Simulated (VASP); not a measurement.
Wanted: the native input for a VASP 6.6.1 run.

- Task: relaxation of cell and atoms
- Functional: PBEsol
- Potentials or basis: VASP PAW PBE potentials, release 64 (Ta_pv, N)
- Cutoff: 600 eV
- k mesh: 10 × 10 × 4
- Occupations: fermi-dirac, width 0.05 eV
- Spin: no spin polarisation
- Hubbard terms: Ta d U = 3.0 eV
- Dipole correction: no
- Further INCAR settings: ALGO = Normal; EDIFF = 1e-07; IBRION = 2; EDIFFG = -0.01; NSW = 60; ISIF = 3

The structure of Ta3N lies in POSCAR:

```
Ta3N
1.0
    3.0322239879      0.0000000000      0.0000000000
   -1.5161119940      2.6259830035      0.0000000000
    0.0000000000      0.0000000000      7.5241370000
Ta N
3 1
Direct
    0.6666666667      0.3333333333      0.8260700000
    0.3333333333      0.6666666667      0.1739300000
    0.0000000000      0.0000000000      0.5000000000
    0.0000000000      0.0000000000      0.0000000000
```

These files were run (other wordings do the same):

INCAR

```
PREC = Accurate
ENCUT = 600
EDIFF = 1E-7
ISMEAR = -1
SIGMA = 0.05
LREAL = False
LASPH = True
NELM = 150
ALGO = Normal
ISIF = 3
LWAVE = False
LCHARG = False
LMAXMIX = 4
LDAU = True
LDAUTYPE = 2
LDAUL = 2 -1
LDAUU = 3 0
LDAUJ = 0 0
LDAUPRINT = 1
GGA = PS
IBRION = 2
NSW = 60
EDIFFG = -0.01
```

KPOINTS

```
regular mesh
0
Gamma
  10 10 4
```

Potentials or basis: VASP PAW PBE potentials, release 64 (Ta_pv, N).

The run is started by

```sh
$ cat potpaw_PBE.64/Ta_pv/POTCAR potpaw_PBE.64/N/POTCAR > POTCAR
$ mpirun -np 1 vasp_std > vasp.out
```

It gave:

```
Relaxed volume                        : 15.05 Å³/atom
Relaxed cell                          : a = 3.031 Å, b = 3.031 Å, c = 7.566 Å, α = 90.00°, β = 90.00°, γ = 120.00°
Space group after relaxing (to 0.1 Å) : P-3m1 (No. 164)
Energy gained by relaxing             : 0.4 meV/atom
Ionic steps                           : 7
Pressure after relaxing               : 0.0 GPa
Band gap on the k mesh                : zero (bands 19 and 20 overlap by 0.45 eV)
```

Caveat: the PAW data sets were made with another functional, which shifts forces and pressure a little; spin-orbit coupling is left out, which moves the levels of the heavy elements; U without spin polarisation on a metal has little footing.

It took 6.1 min on 1 thread of Intel Xeon 8259CL, with other jobs on the host, peak memory 0.24 GiB.
